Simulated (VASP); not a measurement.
# CdS (P3m1) in VASP: further runs

The runs below take CdS through single point, with HSE06.

Program: VASP 6.6.1. These are calculated values, not measurements. Logs are shortened: lines on timing, memory, paths and dates and some standing lists are left out, and cuts for length are marked.

### Step 1. The cell of the first run

The structure is trigonal, space group P3m1 (No. 156). Conventional cell: a = 4.174 Å, b = 4.174 Å, c = 5.686 Å, α = 90.00°, β = 90.00°, γ = 120.00°. Within 3.2 Å of Cd (site symmetry 3m) lie 3 S at 2.41 Å. Within 3.2 Å of S (site symmetry 3m) lie 3 Cd at 2.41 Å.

### Step 2. Single point, HSE06

The input, POSCAR:

```
CdS
1.0
    4.1741825350      0.0000000000      0.0000000000
   -2.0870912675      3.6149481154      0.0000000000
    0.0000000000      0.0000000000      5.6856871846
Cd S
1 1
Direct
    0.0000000000      0.0000000000      0.4426919200
    0.6666666667      0.3333333333      0.4343080800
```

The input, INCAR.step1:

```
PREC = Accurate
ENCUT = 520
EDIFF = 1E-5
ISMEAR = -1
SIGMA = 0.05
LREAL = F
LASPH = T
NELM = 60
ALGO = Normal
ISIF = 2
LWAVE = T
GGA = PE
NBANDS = 16
```

The input, INCAR.step2:

```
PREC = Accurate
ENCUT = 520
EDIFF = 1E-6
ISMEAR = -1
SIGMA = 0.05
LREAL = F
LASPH = T
NELM = 60
ALGO = Normal
ISIF = 2
LWAVE = F
LCHARG = T
GGA = PE
LHFCALC = T
HFSCREEN = 0.2079
PRECFOCK = Normal
LELF = T
LVHAR = T
ISTART = 1
NBANDS = 16
```

The input, KPOINTS:

```
regular mesh
0
Gamma
  4 4 4
```

Potentials or basis: VASP PAW PBE potentials, release 64 (Cd, S).

On the command line:

```sh
> cat potpaw_PBE.64/Cd/POTCAR potpaw_PBE.64/S/POTCAR > POTCAR
> cp INCAR.step1 INCAR
> mpirun -np 1 vasp_std > vasp.out
> cp INCAR.step2 INCAR
> mpirun -np 1 vasp_std > vasp.out
```

OUTCAR:

```text
PREC = Accurate
   ENCUT = 520
   EDIFF = 1E-6
   ISMEAR = -1
   LREAL = F
   LASPH = T
   NELM = 60
   ISIF = 2
   GGA = PE
   LHFCALC = T
   HFSCREEN = 0.2079
   PRECFOCK = Normal
   ISTART = 1

 ion  position               nearest neighbor table
   1  0.000  0.000  0.443-   2 2.41   2 2.41   2 2.41
   2  0.667  0.333  0.434-   1 2.41   1 2.41   1 2.41

  LATTYP: Found a hexagonal cell.
 ALAT       =     4.1741825350
 C/A-ratio  =     1.3621079426

  Lattice vectors:

 A1 = (   4.1741825350,   0.0000000000,   0.0000000000)
 A2 = (  -2.0870912675,   3.6149481154,   0.0000000000)
 A3 = (   0.0000000000,   0.0000000000,   5.6856871846)

Analysis of symmetry for initial positions (statically):
=====================================================================
 Subroutine PRICEL returns:
 Original cell was already a primitive cell.

 Routine SETGRP: Setting up the symmetry group for a
 hexagonal supercell.

 Subroutine GETGRP returns: Found  6 space group operations
 (whereof  6 operations were pure point group operations)
 out of a pool of 24 trial point group operations.

The static configuration has the point symmetry C_3v.

Analysis of symmetry for dynamics (positions and initial velocities):
=====================================================================
 Subroutine PRICEL returns:
 Original cell was already a primitive cell.

 Routine SETGRP: Setting up the symmetry group for a
 hexagonal supercell.

 Subroutine GETGRP returns: Found  6 space group operations
 (whereof  6 operations were pure point group operations)
 out of a pool of 24 trial point group operations.

The dynamic configuration has the point symmetry C_3v.

 Subroutine INISYM returns: Found  6 space group operations
 (whereof  6 operations are pure point group operations),
 and found     1 'primitive' translations

----------------------------------------------------------------------------------------

                                     Primitive cell

  volume of cell :      85.7939

  direct lattice vectors                    reciprocal lattice vectors
     4.174182535  0.000000000  0.000000000     0.239567865  0.138314572  0.000000000
    -2.087091267  3.614948115  0.000000000     0.000000000  0.276629143  0.000000000
     0.000000000  0.000000000  5.685687185     0.000000000  0.000000000  0.175880235

  length of vectors
     4.174182535  4.174182535  5.685687185     0.276629143  0.276629143  0.175880235

  position of ions in fractional coordinates (direct lattice)
     0.000000000  0.000000000  0.442691920
     0.666666667  0.333333333  0.434308080

  ion indices of the primitive-cell ions
   primitive index   ion index
                 1           1
                 2           2

----------------------------------------------------------------------------------------

 KPOINTS: regular mesh

Automatic generation of k-mesh.
 Grid dimensions read from file:
 generate k-points for:    4    4    4

 Generating k-lattice:

  Cartesian coordinates                     Fractional coordinates (reciprocal lattice)
     0.059891966  0.034578643  0.000000000     0.250000000  0.000000000  0.000000000
     0.000000000  0.069157286  0.000000000     0.000000000  0.250000000  0.000000000
     0.000000000  0.000000000  0.043970059     0.000000000  0.000000000  0.250000000

  Length of vectors
     0.069157286  0.069157286  0.043970059

  Shift w.r.t. Gamma in fractional coordinates (k-lattice)
     0.000000000  0.000000000  0.000000000

 Subroutine IBZKPT returns following result:
 ===========================================

 Found     13 irreducible k-points:

 Following reciprocal coordinates:
            Coordinates               Weight
  0.000000  0.000000  0.000000      1.000000
  0.250000 -0.000000  0.000000      6.000000
  0.500000 -0.000000  0.000000      3.000000
  0.250000  0.250000  0.000000      6.000000
  0.000000  0.000000  0.250000      2.000000
  0.250000 -0.000000  0.250000      6.000000
  0.000000  0.250000  0.250000      6.000000
  0.500000 -0.000000  0.250000      6.000000
  0.250000  0.250000  0.250000     12.000000
  0.000000  0.000000  0.500000      1.000000
  0.250000 -0.000000  0.500000      6.000000
  0.500000 -0.000000  0.500000      3.000000
  0.250000  0.250000  0.500000      6.000000
   k-points           NKPTS =     13   k-points in BZ     NKDIM =     64   number of bands    NBANDS=     16
   number of dos      NEDOS =    301   number of ions     NIONS =      2
   total plane-waves  NPLWV =  43008
   dimension x,y,z NGX =    32 NGY =   32 NGZ =   42
   dimension x,y,z NGXF=    64 NGYF=   64 NGZF=   84
   ions per type =               1   1
   NGX,Y,Z   is equivalent  to a cutoff of  12.74, 12.74, 12.28 a.u.
   NGXF,Y,Z  is equivalent  to a cutoff of  25.49, 25.49, 24.56 a.u.
 SYSTEM =  unknown system
   PREC   = accura    normal or accurate (medium, high low for compatibility)
   ISTART =      1    job   : 0-new  1-cont  2-samecut
   ICHARG =      0    charge: 1-file 2-atom 10-const
   ISPIN  =      1    spin polarized calculation?
   LNONCOLLINEAR =      F non collinear calculations
   LSORBIT =      F    spin-orbit coupling
   LASPH  =      T    aspherical Exc in radial PAW
   ENCUT  =  520.0 eV  38.22 Ry    6.18 a.u.   7.76  7.76 10.57*2*pi/ulx,y,z
   NELM   =     60;   NELMIN=  2; NELMDL=  0     # of ELM steps
   EDIFF  = 0.1E-05   stopping-criterion for ELM
   LREAL  =      F    real-space projection
   EDIFFG = 0.1E-04   stopping-criterion for IOM
   NSW    =      0    number of steps for IOM
   IBRION =     -1    ionic relax: 0-MD 1-quasi-New 2-CG
   NFREE  =      0    steps in history (QN), initial steepest desc. (CG)
   ISIF   =      2    stress and relaxation
   ISYM   =      3    0-nonsym 1-usesym 2-fastsym
   POTIM  = 0.5000    time-step for ionic-motion
   TEBEG  =    0.0;   TEEND  =   0.0 temperature during run
   PSTRESS=    0.0 pullay stress
   NELECT =      18.0000    total number of electrons
   NUPDOWN=      -1.0000    fix difference up-down
   EMIN   =  10.00;   EMAX   =-10.00  energy-range for DOS
   EFERMI =   0.00;   METHOD = LEGACY
   ISMEAR =    -1;   SIGMA  =   0.05  broadening in eV -4-tet -1-fermi 0-gaus
   EFERMI_NEDOS =   21; number of points for ismear=-14 and -15
   IALGO  =     38    algorithm
   IMIX   =      1    mixing-type and parameters
     AMIX     =   0.40;   BMIX     =  1.00
     AMIX_MAG =   1.60;   BMIX_MAG =  1.00
  volume/ion in A,a.u.               =      42.90       289.48
  Fermi-wavevector in a.u.,A,eV,Ry     =   0.972777  1.838283 12.875139  0.946296
  Thomas-Fermi vector in A             =   2.103104
   LORBIT       =      0    0 simple, 1 ext, 2 COOP (PROOUT), +10 PAW based schemes
   GGA     = PE    functional components
   LHFCALC =     T    Hartree Fock is set to
   PRECFOCK=normal    Normal, Fast or Accurate (Low or Medium for compatibility)
   ENCUT4O =  -1.0   cutoff for four orbital integrals eV
   NKREDX  =     1    reduce k-point grid by
   NKREDY  =     1    reduce k-point grid by
   NKREDZ  =     1    reduce k-point grid by
   AEXX    =    0.2500 exact exchange contribution
   HFSCREEN=    0.2079 screening length (either q_TF or 0.3 A-1)
   HFSCREENC=   0.2079 screening length for correlation (either q_TF or 0.3 A-1)
   ENCUTFOCK=  -1.0 apply spherical cutoff to Coloumb kernel
   IVDW    =     0    specifies the selected vdW correction
   LEPSILON=     F    determine dielectric tensor
   LRPA    =     F    only Hartree local field effects (RPA)
 non-spin polarized calculation
  energy-cutoff  :      520.00
  volume of cell :       85.79
 maximum number of plane-waves:      2322
 NGX is ok and might be reduce to    32
  NGX = 24; NGY = 24; NGZ = 32

 number of electron      17.9999997 magnetization

 Free energy of the ion-electron system (eV)
  ---------------------------------------------------
  ext. energy  EPLUGINS =         0.00000000
  ---------------------------------------------------
  free energy    TOTEN  =        -7.05125462 eV

  energy without entropy =       -7.05125462  energy(sigma->0) =       -7.05125462

 E-fermi :  -1.2652     XC(G=0):  -5.3363

 val. band max:       -2.3576418218   @ k =   0.0000   0.0000   0.5000
 cond. band min:       0.2526810611   @ k =   0.0000   0.0000   0.0000
 fundamental gap:      2.6103228830
 Fermi energy:        -1.2652135068

 k-point     1 :       0.0000    0.0000    0.0000
  band No.  band energies     occupation
      1     -15.4805      2.00000
      2     -11.3391      2.00000
      3     -11.3391      2.00000
      4     -10.7658      2.00000
      5     -10.7658      2.00000
      6     -10.4798      2.00000
[... 8 lines left out ...]
     15       9.9760      0.00000
     16      10.6504      0.00000

 k-point     2 :       0.2500   -0.0000    0.0000
  band No.  band energies     occupation
      1     -15.2764      2.00000
      2     -11.2186      2.00000
      3     -11.1754      2.00000
      4     -10.8330      2.00000
      5     -10.7750      2.00000
      6     -10.3999      2.00000
[... 8 lines left out ...]
     15       9.6857      0.00000
     16      10.1152      0.00000

 k-point     3 :       0.5000   -0.0000    0.0000
  band No.  band energies     occupation
      1     -15.0728      2.00000
      2     -10.9992      2.00000
      3     -10.9952      2.00000
      4     -10.8957      2.00000
      5     -10.7838      2.00000
      6     -10.2435      2.00000
[... 8 lines left out ...]
     15       9.4699      0.00000
     16       9.7118      0.00000

 k-point     4 :       0.2500    0.2500    0.0000
  band No.  band energies     occupation
      1     -15.0729      2.00000
      2     -11.1022      2.00000
      3     -10.9607      2.00000
      4     -10.8810      2.00000
      5     -10.7996      2.00000
      6     -10.1716      2.00000
[... 8 lines left out ...]
     15       7.5787      0.00000
     16       9.0436      0.00000
[... 115 lines left out ...]
 k-point    11 :       0.2500   -0.0000    0.5000
  band No.  band energies     occupation
      1     -15.2721      2.00000
      2     -11.2181      2.00000
      3     -11.1752      2.00000
      4     -10.8348      2.00000
      5     -10.7757      2.00000
      6     -10.3907      2.00000
[... 8 lines left out ...]
     15       8.5915      0.00000
     16       9.2411      0.00000

 k-point    12 :       0.5000   -0.0000    0.5000
  band No.  band energies     occupation
      1     -15.0694      2.00000
      2     -10.9969      2.00000
      3     -10.9951      2.00000
      4     -10.8982      2.00000
      5     -10.7846      2.00000
      6     -10.2415      2.00000
[... 8 lines left out ...]
     15       9.2184      0.00000
     16       9.7048      0.00000

 k-point    13 :       0.2500    0.2500    0.5000
  band No.  band energies     occupation
      1     -15.0695      2.00000
      2     -11.1012      2.00000
      3     -10.9599      2.00000
      4     -10.8832      2.00000
      5     -10.8006      2.00000
      6     -10.1683      2.00000
[... 8 lines left out ...]
     15       9.2341      0.00000
     16       9.6076      0.00000

------------------------ aborting loop because EDIFF is reached ----------------------------------------

  FORCE on cell =-STRESS in cart. coord.  units (eV):
  Direction    XX          YY          ZZ          XY          YZ          ZX
  --------------------------------------------------------------------------------------
  -------------------------------------------------------------------------------------
  Total        1.1719944      1.1719944      0.0166903     -0.0000000      0.0000000      0.0000000
  in kB       21.8866681     21.8866681      0.3116865     -0.0000000      0.0000000      0.0000000
  external PRESSURE =      14.6950075 kB  Pullay stress =       0.0000000 kB

 VOLUME and BASIS-vectors are now :
 -----------------------------------------------------------------------------
  energy-cutoff  :      520.00
  volume of cell :       85.79
      direct lattice vectors                 reciprocal lattice vectors
     4.174182535  0.000000000  0.000000000     0.239567865  0.138314572  0.000000000
    -2.087091267  3.614948115  0.000000000     0.000000000  0.276629143  0.000000000
     0.000000000  0.000000000  5.685687185     0.000000000  0.000000000  0.175880235

 POSITION                                       TOTAL-FORCE (eV/Angst)
 -----------------------------------------------------------------------------------
      0.00000      0.00000      2.51701         0.000000      0.000000      0.004192
      2.08709      1.20498      2.46934        -0.000000     -0.000000     -0.004192
 -----------------------------------------------------------------------------------
    total drift:                               -0.000096      0.000054      0.000731

  FREE ENERGIE OF THE ION-ELECTRON SYSTEM (eV)
  ---------------------------------------------------
  free  energy   TOTEN  =        -7.0512546249 eV

  energy  without entropy=       -7.0512546248  energy(sigma->0) =       -7.05125462
```

Wall time 9 min (1 thread of AMD EPYC 9R45 (Zen 5), shared host); peak memory 0.29 GiB.

What came out:

| Item | Value |
| --- | --- |
| Free energy | -7.0513 eV |
| Pressure | 1.5 GPa |
| Largest force | 0.004 eV/Å |
| Band gap on the k mesh | 2.61 eV, indirect (least direct gap 2.62 eV) |

Forces in eV/Å, atoms in the order of the input:
```
Cd   0.000  0.000  0.004
S    0.000  0.000 -0.004
```

Stress tensor (GPa, compression positive):
```
2.19 0.00 0.00
0.00 2.19 0.00
0.00 0.00 0.03
```

Levels at points of the mesh, in eV from the valence-band top:
```tsv
k point	band 6	band 7	band 8	band 9	band 10	band 11	band 12	band 13
(0.00, 0.00, 0.00)	-8.12	-1.49	-0.01	-0.01	2.61	6.39	8.12	8.12
(0.50, 0.00, 0.00)	-7.89	-4.08	-1.55	-0.44	4.86	6.11	7.73	8.22
(0.00, 0.00, 0.50)	-8.11	-1.73	0.00	0.00	3.06	5.88	8.18	8.18
(0.50, 0.00, 0.50)	-7.88	-4.05	-1.54	-0.57	4.99	5.12	8.62	9.53
```

Caveat: the k points lie up to 0.43 Å⁻¹ apart; the PAW data sets were made with another functional, which shifts forces and pressure a little. A k mesh can miss the band edges.

### Step 3. Single point, HSE06

This run uses another cell than the first one, of 43.81 Å³/atom, 1.021 times its volume.

The input, POSCAR:

```
CdS
1.0
    4.2035791552      0.0000000000      0.0000000000
   -2.1017895776      3.6404063352      0.0000000000
    0.0000000000      0.0000000000      5.7257285545
Cd S
1 1
Direct
    0.0000000000      0.0000000000      0.4426919200
    0.6666666667      0.3333333333      0.4343080800
```

The input, INCAR.step1:

```
SYSTEM = CdS
  PREC = Accurate
  ENCUT = 520
  EDIFF = 1E-5
  ISMEAR = -1
  SIGMA = 0.05
  LREAL = .False.
  LASPH = .True.
  NELM = 80
  ALGO = Normal
  ISIF = 2
  LWAVE = .True.
  LCHARG = .False.
  NBANDS = 16
  GGA = PE
```

The input, INCAR.step2:

```
SYSTEM = CdS
  PREC = Accurate
  ENCUT = 520
  EDIFF = 1E-7
  ISMEAR = -1
  SIGMA = 0.05
  LREAL = .False.
  LASPH = .True.
  NELM = 80
  ALGO = Normal
  ISIF = 2
  LWAVE = .False.
  LCHARG = .False.
  GGA = PE
  LHFCALC = .True.
  HFSCREEN = 0.2079
  PRECFOCK = Normal
  NBANDS = 16
  ISTART = 1
```

The input, KPOINTS:

```
Automatic mesh
0
Gamma
  4 4 4
  0 0 0
```

Potentials or basis: VASP PAW PBE potentials, release 64 (Cd, S).

On the command line:

```sh
> cat potpaw_PBE.64/Cd/POTCAR potpaw_PBE.64/S/POTCAR > POTCAR
> cp INCAR.step1 INCAR
> mpirun -np 1 vasp_std > vasp.out
> cp INCAR.step2 INCAR
> mpirun -np 1 vasp_std > vasp.out
```

Run time: 11 min. Hardware: 1 thread of AMD EPYC 9R45 (Zen 5), shared host; peak memory 0.3 GiB.

Results (log left out):

| Item | Value |
| --- | --- |
| Free energy | -7.0638 eV |
| Pressure | 0.7 GPa |
| Band gap on the k mesh | 2.57 eV, indirect (least direct gap 2.58 eV) |

Forces in eV/Å, atoms in the order of the input:
```
Cd   0.000  0.000 -0.003
S    0.000  0.000  0.003
```

Stress tensor (GPa, compression positive):
```
1.07 0.00 0.00
0.00 1.07 0.00
0.00 0.00 0.02
```

Levels at points of the mesh, in eV from the valence-band top:
| k point | band 7 | band 8 | band 9 | band 10 | band 11 | band 12 |
| --- | --- | --- | --- | --- | --- | --- |
| (0.00, 0.00, 0.00) | -1.39 | -0.01 | -0.01 | 2.57 | 6.40 | 8.11 |
| (0.50, 0.00, 0.00) | -3.98 | -1.48 | -0.38 | 4.83 | 6.12 | 7.72 |
| (0.00, 0.00, 0.50) | -1.63 | 0.00 | 0.00 | 2.99 | 5.89 | 8.17 |
| (0.50, 0.00, 0.50) | -3.95 | -1.47 | -0.51 | 5.01 | 5.10 | 8.61 |

Caveat: the k points lie up to 0.43 Å⁻¹ apart; the PAW data sets were made with another functional, which shifts forces and pressure a little.
